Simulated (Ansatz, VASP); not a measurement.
LiBBr4: VASP beside Ansatz

The input INCAR:

```
SYSTEM = LiBBr4
PREC = Accurate ; ENCUT = 600
EDIFF = 1E-7 ; ISMEAR = 0
SIGMA = 0.1 ; LREAL = .False.
LASPH = .True. ; NELM = 100
ALGO = Normal ; ISIF = 3
LWAVE = .False. ; LCHARG = .False.
GGA = PE ; IBRION = 2
NSW = 100 ; EDIFFG = -0.01
```

Contents of KPOINTS:

```
regular mesh
0
Gamma
  8 8 6
  0 0 0
```

Contents of POSCAR:

```
LiBBr4
1.0
    5.2470000000      0.0000000000      0.0000000000
    0.0000000000      5.2470000000      0.0000000000
    0.0000000000      0.0000000000      7.7494897400
Li B Br
1 1 4
Direct
    0.0000000000      0.0000000000      0.0000000000
    0.5000000000      0.5000000000      0.5000000000
    0.0000000000      0.0000000000      0.6580420000
    0.5000000000      0.0000000000      0.0000000000
    0.0000000000      0.5000000000      0.0000000000
    0.0000000000      0.0000000000      0.3419580000
```

Input for Ansatz:

```yaml
crystal:
  lattice:
    - [5.247, 0.0, 0.0]
    - [0.0, 5.247, 0.0]
    - [0.0, 0.0, 7.74948974]
  atoms:
    - { symbol: Li, position: [0.0, 0.0, 0.0] }
    - { symbol: B, position: [0.5, 0.5, 0.5] }
    - { symbol: Br, position: [0.0, 0.0, 0.658042] }
    - { symbol: Br, position: [0.5, 0.0, 0.0] }
    - { symbol: Br, position: [0.0, 0.5, 0.0] }
    - { symbol: Br, position: [0.0, 0.0, 0.341958] }
basis:
  ecutwfc: 420
kpoints:
  mp_grid: { grid: [8, 8, 6] }
hamiltonian:
  xc: pbe
scf:
  occupations: { method: gaussian, width: 0.1 }
output:
  forces: true
  stress: true
  eigenvalues: true
relax:
  adjacent_minimum: "off"
  f_tol: 0.01
  max_steps: 80
  cell: { stress_tol: 0.05 }
```

Alike in both runs: task relaxation of cell and atoms; functional PBE; k mesh 8 × 8 × 6; occupations gaussian, width 0.1 eV; no spin polarisation.

|  | VASP | Ansatz |
| --- | --- | --- |
| version | VASP 6.6.1 | Ansatz 0.2.0 |
| potentials or method | VASP PAW PBE potentials, release 64 (Li_sv, B, Br), cutoff 600 eV | scalar-relativistic, plane waves, PAW |
| valence electrons in the cell | 34 | 34 |

Ansatz gave:

| Property | Result |
| --- | --- |
| gap on the k mesh at the Fermi level, each at its own relaxed structure (eV) | none |
| relaxed volume (Å³/atom) | 33.49 |
| relaxed cell length with the largest relative difference (Å) | 9.204 |

**Question.** Estimate VASP's values.

**Answer.** gap on the k mesh at the Fermi level, each at its own relaxed structure (eV): none; relaxed volume (Å³/atom): 33.19; relaxed cell length with the largest relative difference (Å): 9.100.

A gap of «none» marks a metal or a gap that the smearing closes.

Noted on VASP's run: the cutoff is short for stress, so the pressure is rough.
